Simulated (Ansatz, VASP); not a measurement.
# Na in VASP and in Ansatz

The input INCAR:

```
SYSTEM = Na
PREC = Accurate
ENCUT = 970
EDIFF = 1E-7
ISMEAR = -1
SIGMA = 0.03
LREAL = .False.
LASPH = .True.
NELM = 120
ALGO = Normal
ISIF = 3
LWAVE = .False.
LCHARG = .False.
GGA = PE
IBRION = 2
NSW = 100
EDIFFG = -0.005
GGA_COMPAT = .False.
NELMIN = 4
```

File KPOINTS:

```
regular mesh
0
Gamma
  10 10 10
  0 0 0
```

Contents of POSCAR:

```
Na
1.0
    0.0000000000      3.2195088072      3.2195088072
    3.2195088072      0.0000000000      3.2195088072
    3.2195088072      3.2195088072      0.0000000000
Na
2
Direct
    0.0000000000      0.0000000000      0.0000000000
    0.2500000000      0.2500000000      0.2500000000
```

Input for Ansatz:

```yaml
crystal:
  lattice:
    - [0.0, 3.2195088072, 3.2195088072]
    - [3.2195088072, 0.0, 3.2195088072]
    - [3.2195088072, 3.2195088072, 0.0]
  atoms:
    - { symbol: Na, position: [0.0, 0.0, 0.0] }
    - { symbol: Na, position: [0.25, 0.25, 0.25] }
kpoints:
  mp_grid: { grid: [10, 10, 10] }
scf:
  occupations: { method: fermi_dirac, width: 0.03 }
hamiltonian:
  xc: pbe
  pseudopotentials: { kind: paw, azcp: { folder: soft_1 } }
output:
  forces: true
  stress: true
relax:
  f_tol: 0.005
  max_steps: 80
  cell: {}
```

Alike in both runs: task relaxation of cell and atoms; functional PBE; k mesh 10 × 10 × 10; occupations fermi-dirac, width 0.03 eV; no spin polarisation.

|  | VASP | Ansatz |
| --- | --- | --- |
| version | VASP 6.6.1 | Ansatz 0.2.0 |
| potentials or method | VASP PAW PBE potentials, release 64 (Na_sv) | PAW with Ansatz's earlier generated frozen-core files (soft_1), scalar-relativistic |
| plane-wave cutoff (eV) | 970 | 420 |
| valence electrons in the cell | 18 | 18 |

VASP gave:

```
relaxed volume (Å³/atom)                                        : 50.86
relaxed length of the cell vector where the two differ most in proportion (Å) : 5.240
```

**Question.** Estimate Ansatz's values.

**Answer.** Relaxed volume (Å³/atom): 54.43; relaxed length of the cell vector where the two differ most in proportion (Å): 5.360.

One of these differences is far larger than is usual between the two programs; its cause wasn't traced.

Noted on VASP's run: the volume moved by over 15 % at a fixed basis, so the end points are rough.
